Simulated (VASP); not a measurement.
# YRh (Pm-3m) in VASP: single point with LDA

Aim: the single point of YRh with LDA.

Program: VASP 6.6.1. These are calculated values, not measurements. Logs are shortened: lines on timing, memory, paths and dates and some standing lists are left out, and cuts for length are marked.

## (1) The cell of the first run

The structure is cubic, space group Pm-3m (No. 221). The conventional cell has a = 3.351 Å, b = 3.351 Å, c = 3.351 Å, α = 90.00°, β = 90.00°, γ = 90.00°. Within 3.8 Å of Y (site symmetry m-3m) lie 8 Rh at 2.90 Å and 6 Y at 3.35 Å. Within 3.8 Å of Rh (site symmetry m-3m) lie 8 Y at 2.90 Å and 6 Rh at 3.35 Å.

## (2) Single point, LDA

Input file INCAR:

```
PREC = Accurate
ENCUT = 520
EDIFF = 1E-6
ISMEAR = -1
SIGMA = 0.05
LREAL = False
LASPH = True
NELM = 80
ALGO = Normal
ISIF = 2
LWAVE = False
LCHARG = True
LELF = True
LVHAR = True
NBANDS = 20
```

Input file KPOINTS:

```
regular mesh
0
Gamma
  12 12 12
```

Input file POSCAR:

```
YRh
1.0
    3.3512210749      0.0000000000      0.0000000000
    0.0000000000      3.3512210749      0.0000000000
    0.0000000000      0.0000000000      3.3512210749
Y Rh
1 1
Direct
    0.5000000000      0.5000000000      0.5000000000
    0.0000000000      0.0000000000      0.0000000000
```

Potentials or basis: VASP PAW LDA potentials, release 64 (Y_sv, Rh_pv).

On the command line:

```
> cat potpaw_LDA.64/Y_sv/POTCAR potpaw_LDA.64/Rh_pv/POTCAR > POTCAR
> mpirun -np 1 vasp_std > vasp.out
```

OUTCAR:

```text
PREC = Accurate
   ENCUT = 520
   EDIFF = 1E-6
   ISMEAR = -1
   LREAL = False
   LASPH = True
   NELM = 80
   ISIF = 2

 ion  position               nearest neighbor table
   1  0.500  0.500  0.500-   2 2.90   2 2.90   2 2.90   2 2.90   2 2.90   2 2.90   2 2.90   2 2.90

   2  0.000  0.000  0.000-   1 2.90   1 2.90   1 2.90   1 2.90   1 2.90   1 2.90   1 2.90   1 2.90

  LATTYP: Found a simple cubic cell.
 ALAT       =     3.3512210749

  Lattice vectors:

 A1 = (   3.3512210749,   0.0000000000,   0.0000000000)
 A2 = (   0.0000000000,   3.3512210749,   0.0000000000)
 A3 = (   0.0000000000,   0.0000000000,   3.3512210749)

Analysis of symmetry for initial positions (statically):
=====================================================================
 Subroutine PRICEL returns:
 Original cell was already a primitive cell.

 Routine SETGRP: Setting up the symmetry group for a
 simple cubic supercell.

 Subroutine GETGRP returns: Found 48 space group operations
 (whereof 48 operations were pure point group operations)
 out of a pool of 48 trial point group operations.

The static configuration has the point symmetry O_h .

Analysis of symmetry for dynamics (positions and initial velocities):
=====================================================================
 Subroutine PRICEL returns:
 Original cell was already a primitive cell.

 Routine SETGRP: Setting up the symmetry group for a
 simple cubic supercell.

 Subroutine GETGRP returns: Found 48 space group operations
 (whereof 48 operations were pure point group operations)
 out of a pool of 48 trial point group operations.

The dynamic configuration has the point symmetry O_h .

 Subroutine INISYM returns: Found 48 space group operations
 (whereof 48 operations are pure point group operations),
 and found     1 'primitive' translations

----------------------------------------------------------------------------------------

                                     Primitive cell

  volume of cell :      37.6365

  direct lattice vectors                    reciprocal lattice vectors
     3.351221075  0.000000000  0.000000000     0.298398696  0.000000000  0.000000000
     0.000000000  3.351221075  0.000000000     0.000000000  0.298398696  0.000000000
     0.000000000  0.000000000  3.351221075     0.000000000  0.000000000  0.298398696

  length of vectors
     3.351221075  3.351221075  3.351221075     0.298398696  0.298398696  0.298398696

  position of ions in fractional coordinates (direct lattice)
     0.500000000  0.500000000  0.500000000
     0.000000000  0.000000000  0.000000000

  ion indices of the primitive-cell ions
   primitive index   ion index
                 1           1
                 2           2

----------------------------------------------------------------------------------------

 KPOINTS: regular mesh

Automatic generation of k-mesh.
 Grid dimensions read from file:
 generate k-points for:   12   12   12

 Generating k-lattice:

  Cartesian coordinates                     Fractional coordinates (reciprocal lattice)
     0.024866558  0.000000000  0.000000000     0.083333333  0.000000000  0.000000000
     0.000000000  0.024866558  0.000000000     0.000000000  0.083333333  0.000000000
     0.000000000  0.000000000  0.024866558     0.000000000  0.000000000  0.083333333

  Length of vectors
     0.024866558  0.024866558  0.024866558

  Shift w.r.t. Gamma in fractional coordinates (k-lattice)
     0.000000000  0.000000000  0.000000000

 Subroutine IBZKPT returns following result:
 ===========================================

 Found     84 irreducible k-points:

 Following reciprocal coordinates:
            Coordinates               Weight
  0.000000  0.000000  0.000000      1.000000
  0.083333  0.000000  0.000000      6.000000
  0.166667  0.000000  0.000000      6.000000
  0.250000  0.000000  0.000000      6.000000
  0.333333  0.000000  0.000000      6.000000
  0.416667  0.000000  0.000000      6.000000
[... 16 lines left out ...]
  0.333333  0.333333  0.000000     12.000000
  0.416667  0.333333  0.000000     24.000000
 [... further k-points ...]
   k-points           NKPTS =     84   k-points in BZ     NKDIM =     84   number of bands    NBANDS=     20
   number of dos      NEDOS =    301   number of ions     NIONS =      2
   total plane-waves  NPLWV =  21952
   dimension x,y,z NGX =    28 NGY =   28 NGZ =   28
   dimension x,y,z NGXF=    56 NGYF=   56 NGZF=   56
   ions per type =               1   1
   NGX,Y,Z   is equivalent  to a cutoff of  13.89, 13.89, 13.89 a.u.
   NGXF,Y,Z  is equivalent  to a cutoff of  27.78, 27.78, 27.78 a.u.
 SYSTEM =  unknown system
   PREC   = accura    normal or accurate (medium, high low for compatibility)
   ISTART =      0    job   : 0-new  1-cont  2-samecut
   ICHARG =      2    charge: 1-file 2-atom 10-const
   ISPIN  =      1    spin polarized calculation?
   LNONCOLLINEAR =      F non collinear calculations
   LSORBIT =      F    spin-orbit coupling
   LASPH  =      T    aspherical Exc in radial PAW
   ENCUT  =  520.0 eV  38.22 Ry    6.18 a.u.   6.23  6.23  6.23*2*pi/ulx,y,z
   NELM   =     80;   NELMIN=  2; NELMDL= -5     # of ELM steps
   EDIFF  = 0.1E-05   stopping-criterion for ELM
   LREAL  =      F    real-space projection
   EDIFFG = 0.1E-04   stopping-criterion for IOM
   NSW    =      0    number of steps for IOM
   IBRION =     -1    ionic relax: 0-MD 1-quasi-New 2-CG
   NFREE  =      0    steps in history (QN), initial steepest desc. (CG)
   ISIF   =      2    stress and relaxation
   ISYM   =      2    0-nonsym 1-usesym 2-fastsym
   POTIM  = 0.5000    time-step for ionic-motion
   TEBEG  =    0.0;   TEEND  =   0.0 temperature during run
   PSTRESS=    0.0 pullay stress
   NELECT =      26.0000    total number of electrons
   NUPDOWN=      -1.0000    fix difference up-down
   EMIN   =  10.00;   EMAX   =-10.00  energy-range for DOS
   EFERMI =   0.00;   METHOD = LEGACY
   ISMEAR =    -1;   SIGMA  =   0.05  broadening in eV -4-tet -1-fermi 0-gaus
   EFERMI_NEDOS =   21; number of points for ismear=-14 and -15
   IALGO  =     38    algorithm
   IMIX   =      4    mixing-type and parameters
     AMIX     =   0.40;   BMIX     =  1.00
     AMIX_MAG =   1.60;   BMIX_MAG =  1.00
  volume/ion in A,a.u.               =      18.82       126.99
  Fermi-wavevector in a.u.,A,eV,Ry     =   1.447203  2.734818 28.496005  2.094397
  Thomas-Fermi vector in A             =   2.565185
   LORBIT       =      0    0 simple, 1 ext, 2 COOP (PROOUT), +10 PAW based schemes
   GGA     = CA    functional components
   LHFCALC =     F    Hartree Fock is set to
   AEXX    =    0.0000 exact exchange contribution
   IVDW    =     0    specifies the selected vdW correction
   LEPSILON=     F    determine dielectric tensor
   LRPA    =     F    only Hartree local field effects (RPA)
 non-spin polarized calculation
  energy-cutoff  :      520.00
  volume of cell :       37.64
 maximum number of plane-waves:      1064
 NGX is ok and might be reduce to    28
   NGX = 13   NGY = 13   NGZ = 13

 number of electron      26.0000004 magnetization

 Free energy of the ion-electron system (eV)
  ---------------------------------------------------
  ext. energy  EPLUGINS =         0.00000000
  ---------------------------------------------------
  free energy    TOTEN  =       -17.29329222 eV

  energy without entropy =      -17.28301059  energy(sigma->0) =      -17.28815141

 E-fermi :   7.0338     XC(G=0): -12.2259

 val. band max:        7.0213005429   @ k =   0.5000   0.4167   0.4167
 cond. band min:       7.0443218835   @ k =   0.5000   0.3333   0.1667
 fundamental gap:      0.0230213406
 Fermi energy:         7.0337708947

 k-point     1 :       0.0000    0.0000    0.0000
  band No.  band energies     occupation
      1     -38.7854      2.00000
      2     -38.7854      2.00000
      3     -38.7854      2.00000
      4     -34.7819      2.00000
      5     -14.6914      2.00000
      6     -14.6914      2.00000
[... 12 lines left out ...]
     19      15.3033      0.00000
     20      15.3033      0.00000

 k-point     2 :       0.0833    0.0000    0.0000
  band No.  band energies     occupation
      1     -38.7887      2.00000
      2     -38.7851      2.00000
      3     -38.7851      2.00000
      4     -34.7770      2.00000
      5     -14.7392      2.00000
      6     -14.6892      2.00000
[... 12 lines left out ...]
     19      14.9175      0.00000
     20      16.0519      0.00000

 k-point     3 :       0.1667    0.0000    0.0000
  band No.  band energies     occupation
      1     -38.7977      2.00000
      2     -38.7844      2.00000
      3     -38.7844      2.00000
      4     -34.7637      2.00000
      5     -14.8673      2.00000
      6     -14.6830      2.00000
[... 12 lines left out ...]
     19      14.0939      0.00000
     20      17.4111      0.00000

 k-point     4 :       0.2500    0.0000    0.0000
  band No.  band energies     occupation
      1     -38.8099      2.00000
      2     -38.7835      2.00000
      3     -38.7835      2.00000
      4     -34.7456      2.00000
      5     -15.0371      2.00000
      6     -14.6746      2.00000
[... 12 lines left out ...]
     19      13.4629      0.00000
     20      18.9037      0.00000

 k-point     5 :       0.3333    0.0000    0.0000
  band No.  band energies     occupation
      1     -38.8221      2.00000
      2     -38.7825      2.00000
      3     -38.7825      2.00000
      4     -34.7274      2.00000
      5     -15.2013      2.00000
      6     -14.6661      2.00000
[... 12 lines left out ...]
     19      13.4905      0.00000
     20      20.4645      0.00000

 k-point     6 :       0.4167    0.0000    0.0000
  band No.  band energies     occupation
      1     -38.8310      2.00000
      2     -38.7818      2.00000
      3     -38.7818      2.00000
      4     -34.7141      2.00000
      5     -15.3182      2.00000
      6     -14.6599      2.00000
[... 12 lines left out ...]
     19      14.0088      0.00000
     20      20.3639      0.00000

 k-point     7 :       0.5000    0.0000    0.0000
  band No.  band energies     occupation
      1     -38.8342      2.00000
      2     -38.7816      2.00000
      3     -38.7816      2.00000
      4     -34.7092      2.00000
      5     -15.3604      2.00000
      6     -14.6576      2.00000
[... 12 lines left out ...]
     19      14.3434      0.00000
     20      20.3269      0.00000
[... 277 lines left out ...]
 k-point    20 :       0.3333    0.2500    0.0000
  band No.  band energies     occupation
      1     -38.8168      2.00000
      2     -38.8030      2.00000
      3     -38.7808      2.00000
      4     -34.7052      2.00000
      5     -15.1467      2.00000
      6     -14.9667      2.00000
[... 12 lines left out ...]
     19      14.1953      0.00000
     20      17.7519      0.00000

 k-point    21 :       0.4167    0.2500    0.0000
  band No.  band energies     occupation
      1     -38.8245      2.00000
      2     -38.8016      2.00000
      3     -38.7802      2.00000
      4     -34.6953      2.00000
      5     -15.2527      2.00000
      6     -14.9525      2.00000
[... 12 lines left out ...]
     19      14.1577      0.00000
     20      18.2676      0.00000

 k-point    22 :       0.5000    0.2500    0.0000
  band No.  band energies     occupation
      1     -38.8274      2.00000
      2     -38.8011      2.00000
      3     -38.7800      2.00000
      4     -34.6917      2.00000
      5     -15.2912      2.00000
      6     -14.9470      2.00000
[... 12 lines left out ...]
     19      14.2517      0.00000
     20      18.5592      0.00000

 k-point    23 :       0.3333    0.3333    0.0000
  band No.  band energies     occupation
      1     -38.8155      2.00000
      2     -38.8118      2.00000
      3     -38.7800      2.00000
      4     -34.6941      2.00000
      5     -15.1342      2.00000
      6     -15.0955      2.00000
[... 12 lines left out ...]
     19      14.0598      0.00000
     20      17.6979      0.00000

 k-point    24 :       0.4167    0.3333    0.0000
  band No.  band energies     occupation
      1     -38.8213      2.00000
      2     -38.8115      2.00000
      3     -38.7794      2.00000
      4     -34.6859      2.00000
      5     -15.2197      2.00000
      6     -15.0926      2.00000
[... 12 lines left out ...]
     19      14.0141      0.00000
     20      17.8724      0.00000

 [... further k-points ...]

------------------------ aborting loop because EDIFF is reached ----------------------------------------

  FORCE on cell =-STRESS in cart. coord.  units (eV):
  Direction    XX          YY          ZZ          XY          YZ          ZX
  --------------------------------------------------------------------------------------
  -------------------------------------------------------------------------------------
  Total        0.0293693      0.0293693      0.0293693     -0.0000000      0.0000000     -0.0000000
  in kB        1.2502428      1.2502428      1.2502428     -0.0000000      0.0000000     -0.0000000
  external PRESSURE =       1.2502428 kB  Pullay stress =       0.0000000 kB

 VOLUME and BASIS-vectors are now :
 -----------------------------------------------------------------------------
  energy-cutoff  :      520.00
  volume of cell :       37.64
      direct lattice vectors                 reciprocal lattice vectors
     3.351221075  0.000000000  0.000000000     0.298398696  0.000000000  0.000000000
     0.000000000  3.351221075  0.000000000     0.000000000  0.298398696  0.000000000
     0.000000000  0.000000000  3.351221075     0.000000000  0.000000000  0.298398696

 POSITION                                       TOTAL-FORCE (eV/Angst)
 -----------------------------------------------------------------------------------
      1.67561      1.67561      1.67561         0.000000      0.000000      0.000000
      0.00000      0.00000      0.00000         0.000000      0.000000      0.000000
 -----------------------------------------------------------------------------------
    total drift:                               -0.000000      0.000000      0.000000

  FREE ENERGIE OF THE ION-ELECTRON SYSTEM (eV)
  ---------------------------------------------------
  free  energy   TOTEN  =       -17.2932922239 eV

  energy  without entropy=      -17.2830105878  energy(sigma->0) =      -17.28815141
```

It took 47 s on 1 thread of Intel Xeon Platinum 8259CL at 2.50GHz (Skylake/Cascade Lake), shared host; peak memory 0.21 GiB.

What came out:

| Property | Result |
| --- | --- |
| Free energy | -17.2933 eV |
| Pressure | 0.1 GPa |
| Band gap on the k mesh | zero (bands 13 and 14 overlap by 0.92 eV) |

Levels at points of the mesh, in eV from the Fermi level:
| k point | band 11 | band 12 | band 13 | band 14 | band 15 | band 16 |
| --- | --- | --- | --- | --- | --- | --- |
| (0.00, 0.00, 0.00) | -1.78 | -1.78 | -1.78 | 2.27 | 2.27 | 6.19 |
| (0.50, 0.00, 0.00) | -1.90 | -1.90 | -1.41 | 0.26 | 0.52 | 2.34 |
| (0.50, 0.50, 0.00) | -2.82 | -0.72 | 0.24 | 2.01 | 2.01 | 3.01 |
| (0.50, 0.50, 0.50) | -1.14 | -1.14 | -1.14 | -0.67 | -0.67 | 5.17 |

The gap in the log of VASP goes by the Fermi energy; the results here count the filled bands.